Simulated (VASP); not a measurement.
A run of VASP 6.6.1 is set up as follows.

INCAR

```
ALGO = Normal
EDIFF = 1E-7
ENCUT = 520
GGA = PS
ISIF = 2
ISMEAR = -1
ISYM = 0
LASPH = T
LCHARG = F
LREAL = Auto
LWAVE = F
NBANDS = 94
NELM = 100
PREC = Accurate
SIGMA = 0.3102
```

KPOINTS

```
Automatic mesh
0
Gamma
  1 1 1
  0.25 0.25 0.25
```

File POSCAR:

```
NaWO3
1.0
    6.6992580000      0.2351040000      0.2466970000
    0.2351040000      6.2448130000     -0.0511620000
    0.2466970000     -0.0511620000      6.4734860000
Na W O
4 4 12
Direct
    0.3453127693      0.3434865740      0.8915373936
    0.8323643129      0.3917361903      0.7581688179
    0.5881012305      0.7737455193      0.4798293468
    0.3609245012      0.1837454694      0.4438819817
    0.8804069424      0.2087899224      0.2897700495
   -0.0239576591     -0.1521487587      0.8852451442
    0.1290368101      0.6948985325      0.2466373457
    0.4827355015      0.7557378290     -0.0903118260
    0.9514637962      0.1315761336     -0.0996385203
    0.5385824638      0.5510743837     -0.2853608721
    0.7701799529      0.7452209590     -0.0234564637
    0.1320741058      0.0191774140      0.2352432475
    0.4469458342      0.8137840569      0.1886754097
    0.8483746928      0.0547696971      0.5160236132
    0.8929116318      0.5190899752      0.3111082747
    0.2820538595      0.5263236221      0.3814664816
    0.0012612691      0.7396419606      0.6239056377
    0.4334386472      0.9735855530      0.7498705597
    0.6385686341      0.3390084675      0.1831344634
    0.2119367896      0.6731844846     -0.0755363811
```

Potentials or basis: VASP PAW PBE potentials, release 64 (Na_pv, W_sv, O).

Launch:

```sh
$ cat potpaw_PBE.64/Na_pv/POTCAR potpaw_PBE.64/W_sv/POTCAR potpaw_PBE.64/O/POTCAR > POTCAR
$ mpirun -np 1 vasp_std > vasp.out
```

Q: What does it give for the largest force?

A: 9.495 eV/Å.

Q: Predict the pressure.

A: 11.2 GPa.

Stress tensor (GPa, compression positive):
```
17.64  0.46 -1.64
 0.46  8.80 -1.61
-1.64 -1.61  7.14
```

Caveat: the k points lie up to 1.01 Å⁻¹ apart, too coarse for converged energies, forces and pressures; the atoms stand as in a frame of molecular dynamics; so wide a smearing shifts energies and pressures; the PAW data sets were made with another functional, which shifts forces and pressure a little.
